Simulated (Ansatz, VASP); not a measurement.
**Ge in VASP and in Ansatz**

```xyz
4
Lattice="4.0366 0.0000 0.0000 -2.0183 3.4958 0.0000 0.0000 0.0000 6.6624" Properties=species:S:1:pos:R:3 pbc="T T T"
Ge    2.0183    1.1653    0.4204
Ge    0.0000    2.3306    3.7516
Ge    2.0183    1.1653    2.9108
Ge    0.0000    2.3306    6.2419
```

Alike in both runs: functional BLYP; dispersion D3(BJ); k mesh 6 × 6 × 3; occupations fermi-dirac, width 0.1 eV; no spin polarisation.

Ansatz relaxed the structure, and its values are those at the end. VASP's run is a single point on that final structure, the one shown.

|  | VASP | Ansatz |
| --- | --- | --- |
| version | VASP 6.6.1 | Ansatz 0.2.0 |
| potentials or method | VASP PAW PBE potentials, release 64 (Ge_d), cutoff 520 eV | plane waves, PAW |
| valence electrons in the cell | 56 | 56 |

|  | VASP | Ansatz | Ansatz less VASP |
| --- | --- | --- | --- |
| pressure (GPa) | 0.2 | 0.0 | -0.19 |

VASP's potentials were made for PBE, not for BLYP.
